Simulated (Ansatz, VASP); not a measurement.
## AlN in VASP and in Ansatz

INCAR

```
PREC = Accurate
ENCUT = 520
EDIFF = 1E-6
ISMEAR = 0
SIGMA = 0.05
LREAL = False
LASPH = True
NELM = 100
ALGO = Normal
ISIF = 2
LWAVE = False
LCHARG = False
GGA = PE
NBANDS = 36
```

KPOINTS

```
regular mesh
0
Gamma
  8 8 2
```

Contents of POSCAR:

```
AlN
1.0
    2.2015871003     -2.2015871003      0.0000000000
    2.2015871003      0.0000000000     -2.2015871003
    9.2466658213      8.3660309811      8.8063484012
Al N
6 6
Direct
    0.9208400000      0.0000000000      0.3958000000
    0.2875066667      0.3333333333      0.2291333333
    0.5541733333      0.6666666667      0.5624666667
    0.8208400000      1.0000000000      0.8958000000
    0.1875066667      0.3333333333      0.7291333333
    0.6541733333      0.6666666667      0.0624666667
    0.5791733333      0.6666666667      0.4374666667
    0.9458400000      0.0000000000      0.2708000000
    0.2125066667      0.3333333333      0.6041333333
    0.4791733333      0.6666666667      0.9374666667
   -0.1541600000      0.0000000000      0.7708000000
    0.3125066667      0.3333333333      0.1041333333
```

Input for Ansatz:

```yaml
crystal:
  lattice:
    - [2.2015871003, -2.2015871003, 0.0]
    - [2.2015871003, 0.0, -2.2015871003]
    - [9.2466658213, 8.3660309811, 8.8063484012]
  atoms:
    - { symbol: Al, position: [0.92084, 0.0, 0.3958] }
    - { symbol: Al, position: [0.2875066667, 0.3333333333, 0.2291333333] }
    - { symbol: Al, position: [0.5541733333, 0.6666666667, 0.5624666667] }
    - { symbol: Al, position: [0.82084, 1.0, 0.8958] }
    - { symbol: Al, position: [0.1875066667, 0.3333333333, 0.7291333333] }
    - { symbol: Al, position: [0.6541733333, 0.6666666667, 0.0624666667] }
    - { symbol: "N", position: [0.5791733333, 0.6666666667, 0.4374666667] }
    - { symbol: "N", position: [0.94584, 0.0, 0.2708] }
    - { symbol: "N", position: [0.2125066667, 0.3333333333, 0.6041333333] }
    - { symbol: "N", position: [0.4791733333, 0.6666666667, 0.9374666667] }
    - { symbol: "N", position: [-0.15416, 0.0, 0.7708] }
    - { symbol: "N", position: [0.3125066667, 0.3333333333, 0.1041333333] }
basis:
  ecutwfc: 420
kpoints:
  mp_grid: { grid: [8, 8, 2] }
hamiltonian:
  xc: pbe
scf:
  occupations: { method: gaussian, width: 0.05 }
output:
  forces: true
  stress: true
  eigenvalues: true
  write_density: true
  write_potential: true
  elf: true
  volumetric_format: npy
```

Alike in both runs: task single point; functional PBE; k mesh 8 × 8 × 2; occupations gaussian, width 0.05 eV; no spin polarisation.

|  | VASP | Ansatz |
| --- | --- | --- |
| version | VASP 6.6.1 | Ansatz 0.2.0 |
| potentials or method | VASP PAW PBE potentials, release 64 (Al, N), cutoff 520 eV | scalar-relativistic, plane waves, PAW |
| valence electrons in the cell | 48 | 48 |

VASP gave:

* gap on the k mesh at the Fermi level (eV): 2.99
* least direct gap on the mesh (eV): 3.38
* pressure (GPa): -0.8
* traceless stress, the component that is largest in VASP (GPa): -2.93
* rms of the force components (eV/Å): 0.271

Task: What did Ansatz give for the same quantities?

Result: gap on the k mesh at the Fermi level (eV): 3.00; least direct gap on the mesh (eV): 3.38; pressure (GPa): -0.5; traceless stress, the component that is largest in VASP (GPa): -2.92; rms of the force components (eV/Å): 0.271.

Atom by atom the forces differ by 0.002 eV/Å (rms over components).
